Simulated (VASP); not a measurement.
# TiSi2 (Immm) in VASP: a series of runs, part 2 of 3

VASP 6.6.1.

### 3 Single point, PBEsol

INCAR reads:

```
SYSTEM = TiSi2
ALGO = Normal
EDIFF = 1E-6
ENCUT = 520
GGA = PS
ISIF = 2
ISMEAR = -1
LASPH = .TRUE.
LCHARG = .TRUE.
LELF = .TRUE.
LREAL = .FALSE.
LVHAR = .TRUE.
LWAVE = .FALSE.
NBANDS = 17
NELM = 80
PREC = Accurate
SIGMA = 0.05
```

KPOINTS reads:

```
k-points
0
G
  12 12 12
  0 0 0
```

POSCAR reads:

```
TiSi2
1.0
   -1.4728720000      1.7121300000      4.2120830000
    1.4728720000     -1.7121300000      4.2120830000
    1.4728720000      1.7121300000     -4.2120830000
Ti Si
1 2
Direct
    0.0000000000      0.0000000000      0.0000000000
    0.6700780000      0.6700780000      0.0000000000
    0.3299220000      0.3299220000      0.0000000000
```

Potentials or basis: VASP PAW PBE potentials, release 64 (Ti_sv, Si).

On the command line:

```bash
$ cat potpaw_PBE.64/Ti_sv/POTCAR potpaw_PBE.64/Si/POTCAR > POTCAR
$ mpirun -np 1 vasp_std > vasp.out
```

OUTCAR:

```text
SYSTEM = TiSi2
   EDIFF = 1E-6
   ENCUT = 520
   GGA = PS
   ISIF = 2
   ISMEAR = -1
   LASPH = .TRUE.
   LREAL = .FALSE.
   NELM = 80
   PREC = Accurate

 ion  position               nearest neighbor table
   1  0.000  0.000  0.000-   2 2.67   2 2.67   2 2.67   3 2.67   2 2.67   3 2.67   3 2.67   3 2.67
                             2 2.78   3 2.78
   2  0.670  0.670  0.000-   3 2.63   3 2.63   3 2.63   3 2.63   1 2.67   1 2.67   1 2.67   1 2.67
                             1 2.78   3 2.87
   3  0.330  0.330  0.000-   2 2.63   2 2.63   2 2.63   2 2.63   1 2.67   1 2.67   1 2.67   1 2.67
                             1 2.78   2 2.87

  LATTYP: Found a body centered orthorhombic cell.
 ALAT       =     2.9457440000
 B/A-ratio  =     1.1624431723
 C/A-ratio  =     2.8597753233

  Lattice vectors:

 A1 = (  -1.4728720000,   1.7121300000,   4.2120830000)
 A2 = (   1.4728720000,  -1.7121300000,   4.2120830000)
 A3 = (   1.4728720000,   1.7121300000,  -4.2120830000)

Analysis of symmetry for initial positions (statically):
=====================================================================
 Subroutine PRICEL returns:
 Original cell was already a primitive cell.

 Routine SETGRP: Setting up the symmetry group for a
 body centered orthorhombic supercell.

 Subroutine GETGRP returns: Found  8 space group operations
 (whereof  8 operations were pure point group operations)
 out of a pool of  8 trial point group operations.

The static configuration has the point symmetry D_2h.

Analysis of symmetry for dynamics (positions and initial velocities):
=====================================================================
 Subroutine PRICEL returns:
 Original cell was already a primitive cell.

 Routine SETGRP: Setting up the symmetry group for a
 body centered orthorhombic supercell.

 Subroutine GETGRP returns: Found  8 space group operations
 (whereof  8 operations were pure point group operations)
 out of a pool of  8 trial point group operations.

The dynamic configuration has the point symmetry D_2h.

 Subroutine INISYM returns: Found  8 space group operations
 (whereof  8 operations are pure point group operations),
 and found     1 'primitive' translations

----------------------------------------------------------------------------------------

                                     Primitive cell

  volume of cell :      42.4873

  direct lattice vectors                    reciprocal lattice vectors
    -1.472872000  1.712130000  4.212083000     0.000000000  0.292033899  0.118706113
     1.472872000 -1.712130000  4.212083000     0.339472812  0.000000000  0.118706113
     1.472872000  1.712130000 -4.212083000     0.339472812  0.292033899  0.000000000

  length of vectors
     4.779370698  4.779370698  4.779370698     0.315237909  0.359628880  0.447800836

  position of ions in fractional coordinates (direct lattice)
     0.000000000  0.000000000  0.000000000
     0.670078000  0.670078000  0.000000000
     0.329922000  0.329922000  0.000000000

  ion indices of the primitive-cell ions
   primitive index   ion index
[... 21 lines left out ...]

  Shift w.r.t. Gamma in fractional coordinates (k-lattice)
     0.000000000  0.000000000  0.000000000

 Subroutine IBZKPT returns following result:
 ===========================================

 Found    280 irreducible k-points:

 Following reciprocal coordinates:
            Coordinates               Weight
  0.000000  0.000000  0.000000      1.000000
  0.083333  0.000000 -0.000000      4.000000
  0.166667 -0.000000  0.000000      4.000000
  0.250000  0.000000 -0.000000      4.000000
  0.333333  0.000000  0.000000      4.000000
  0.416667 -0.000000  0.000000      4.000000
[... 16 lines left out ...]
  0.250000  0.166667 -0.000000      8.000000
  0.333333  0.166667  0.000000      8.000000
 [... further k-points ...]
   k-points           NKPTS =    280   k-points in BZ     NKDIM =    280   number of bands    NBANDS=     17
   number of dos      NEDOS =    301   number of ions     NIONS =      3
   total plane-waves  NPLWV =  46656
   dimension x,y,z NGX =    36 NGY =   36 NGZ =   36
   dimension x,y,z NGXF=    72 NGYF=   72 NGZF=   72
   ions per type =               1   2
   NGX,Y,Z   is equivalent  to a cutoff of  12.52, 12.52, 12.52 a.u.
   NGXF,Y,Z  is equivalent  to a cutoff of  25.04, 25.04, 25.04 a.u.
 SYSTEM =  TiSi2
   PREC   = accura    normal or accurate (medium, high low for compatibility)
   ISTART =      0    job   : 0-new  1-cont  2-samecut
   ICHARG =      2    charge: 1-file 2-atom 10-const
   ISPIN  =      1    spin polarized calculation?
   LNONCOLLINEAR =      F non collinear calculations
   LSORBIT =      F    spin-orbit coupling
   LASPH  =      T    aspherical Exc in radial PAW
   ENCUT  =  520.0 eV  38.22 Ry    6.18 a.u.   8.89  8.89  8.89*2*pi/ulx,y,z
   NELM   =     80;   NELMIN=  2; NELMDL= -5     # of ELM steps
   EDIFF  = 0.1E-05   stopping-criterion for ELM
   LREAL  =      F    real-space projection
   EDIFFG = 0.1E-04   stopping-criterion for IOM
   NSW    =      0    number of steps for IOM
   IBRION =     -1    ionic relax: 0-MD 1-quasi-New 2-CG
   NFREE  =      0    steps in history (QN), initial steepest desc. (CG)
   ISIF   =      2    stress and relaxation
   ISYM   =      2    0-nonsym 1-usesym 2-fastsym
   POTIM  = 0.5000    time-step for ionic-motion
   TEBEG  =    0.0;   TEEND  =   0.0 temperature during run
   PSTRESS=    0.0 pullay stress
   NELECT =      20.0000    total number of electrons
   NUPDOWN=      -1.0000    fix difference up-down
   EMIN   =  10.00;   EMAX   =-10.00  energy-range for DOS
   EFERMI =   0.00;   METHOD = LEGACY
   ISMEAR =    -1;   SIGMA  =   0.05  broadening in eV -4-tet -1-fermi 0-gaus
   EFERMI_NEDOS =   21; number of points for ismear=-14 and -15
   IALGO  =     38    algorithm
   IMIX   =      4    mixing-type and parameters
     AMIX     =   0.40;   BMIX     =  1.00
     AMIX_MAG =   1.60;   BMIX_MAG =  1.00
  volume/ion in A,a.u.               =      14.16        95.57
  Fermi-wavevector in a.u.,A,eV,Ry     =   1.273499  2.406564 22.065925  1.621800
  Thomas-Fermi vector in A             =   2.406319
   LORBIT       =      0    0 simple, 1 ext, 2 COOP (PROOUT), +10 PAW based schemes
   GGA     = PS    functional components
   LHFCALC =     F    Hartree Fock is set to
   AEXX    =    0.0000 exact exchange contribution
   IVDW    =     0    specifies the selected vdW correction
   LEPSILON=     F    determine dielectric tensor
   LRPA    =     F    only Hartree local field effects (RPA)
 non-spin polarized calculation
  energy-cutoff  :      520.00
  volume of cell :       42.49
 maximum number of plane-waves:      1174
   NGX = 17   NGY = 17   NGZ = 17

 number of electron      19.9999998 magnetization

 Free energy of the ion-electron system (eV)
  ---------------------------------------------------
  ext. energy  EPLUGINS =         0.00000000
  ---------------------------------------------------
  free energy    TOTEN  =       -21.33386808 eV

  energy without entropy =      -21.32268311  energy(sigma->0) =      -21.32827559

 E-fermi :   9.9135     XC(G=0): -11.7787

 val. band max:        9.9113657207   @ k =   0.5000   0.5000   0.3333
 cond. band min:       9.9172027885   @ k =   0.5000   0.1667  -0.0000
 fundamental gap:      0.0058370678
 Fermi energy:         9.9134774379

 k-point     1 :       0.0000    0.0000    0.0000
  band No.  band energies     occupation
      1     -46.1095      2.00000
      2     -22.5434      2.00000
      3     -22.5207      2.00000
      4     -22.2673      2.00000
      5      -2.6333      2.00000
      6       5.1735      2.00000
[... 457 lines left out ...]
      4     -22.3481      2.00000
      5      -0.4377      2.00000
      6       2.7944      2.00000
[... 9 lines left out ...]
     16      15.1434      0.00000
     17      17.7009      0.00000

 [... further k-points ...]

------------------------ aborting loop because EDIFF is reached ----------------------------------------

  FORCE on cell =-STRESS in cart. coord.  units (eV):
  Direction    XX          YY          ZZ          XY          YZ          ZX
  --------------------------------------------------------------------------------------
  -------------------------------------------------------------------------------------
  Total       -0.7558999     -0.9513439     -1.0914467     -0.0000000      0.0000000      0.0000000
  in kB      -28.5046821    -35.8747991    -41.1580186     -0.0000000      0.0000000      0.0000000
  external PRESSURE =     -35.1791666 kB  Pullay stress =       0.0000000 kB

 VOLUME and BASIS-vectors are now :
 -----------------------------------------------------------------------------
  energy-cutoff  :      520.00
  volume of cell :       42.49
      direct lattice vectors                 reciprocal lattice vectors
    -1.472872000  1.712130000  4.212083000     0.000000000  0.292033899  0.118706113
     1.472872000 -1.712130000  4.212083000     0.339472812  0.000000000  0.118706113
     1.472872000  1.712130000 -4.212083000     0.339472812  0.292033899  0.000000000

 POSITION                                       TOTAL-FORCE (eV/Angst)
 -----------------------------------------------------------------------------------
      0.00000      0.00000      0.00000        -0.000000     -0.000000      0.000000
      0.00000      0.00000      5.64485        -0.000000     -0.000000     -0.066969
      0.00000      0.00000      2.77932         0.000000      0.000000      0.066969
 -----------------------------------------------------------------------------------
    total drift:                               -0.000000      0.000000     -0.000000

  FREE ENERGIE OF THE ION-ELECTRON SYSTEM (eV)
  ---------------------------------------------------
  free  energy   TOTEN  =       -21.3338680800 eV

  energy  without entropy=      -21.3226831089  energy(sigma->0) =      -21.32827559
```

OSZICAR:

```text
N       E                     dE             d eps       ncg     rms          rms(c)
DAV:   1     0.130745329592E+03    0.13075E+03   -0.95735E+03  9521   0.121E+03
DAV:   2    -0.141652725139E+02   -0.14491E+03   -0.14112E+03  9713   0.317E+02
DAV:   3    -0.229727076950E+02   -0.88074E+01   -0.86111E+01 14459   0.716E+01
DAV:   4    -0.232230241411E+02   -0.25032E+00   -0.24961E+00 11761   0.111E+01
DAV:   5    -0.232313463366E+02   -0.83222E-02   -0.83200E-02 14794   0.191E+00    0.127E+01
DAV:   6    -0.217691245532E+02    0.14622E+01   -0.16019E+01 12350   0.346E+01    0.514E+00
DAV:   7    -0.213884586359E+02    0.38067E+00   -0.33623E+00 12067   0.151E+01    0.355E+00
DAV:   8    -0.213481683248E+02    0.40290E-01   -0.51446E-01 11309   0.638E+00    0.112E+00
DAV:   9    -0.213355291296E+02    0.12639E-01   -0.15775E-01 11250   0.380E+00    0.458E-01
DAV:  10    -0.213339249883E+02    0.16041E-02   -0.79931E-03 11894   0.719E-01    0.158E-01
DAV:  11    -0.213339711504E+02   -0.46162E-04   -0.33242E-03 12982   0.464E-01    0.131E-01
DAV:  12    -0.213338698466E+02    0.10130E-03   -0.64896E-04 11574   0.247E-01    0.154E-02
DAV:  13    -0.213338687289E+02    0.11177E-05   -0.12304E-05 11124   0.315E-02    0.149E-02
DAV:  14    -0.213338680800E+02    0.64885E-06   -0.33319E-06 11015   0.166E-02
   1 F= -.21333868E+02 E0= -.21328276E+02  d E =-.111850E-01
```

Wall time 2.5 min (1 thread of Intel Xeon Platinum 8559C (Emerald Rapids), shared host); peak memory 0.34 GiB.

Results:

| Property | Result |
| --- | --- |
| Free energy | -21.3339 eV |
| Pressure | -3.5 GPa |
| Largest force | 0.067 eV/Å |
| Band gap on the k mesh | zero (band 10 reaches 11.24 eV, above the bottom of band 11 at 8.91 eV) |

Forces on the atoms (eV/Å):
```
Ti   0.000  0.000  0.000
Si   0.000  0.000 -0.067
Si   0.000  0.000  0.067
```

Caveat: the PAW data sets were made with another functional, which shifts forces and pressure a little.

[end of part 2 of 3]
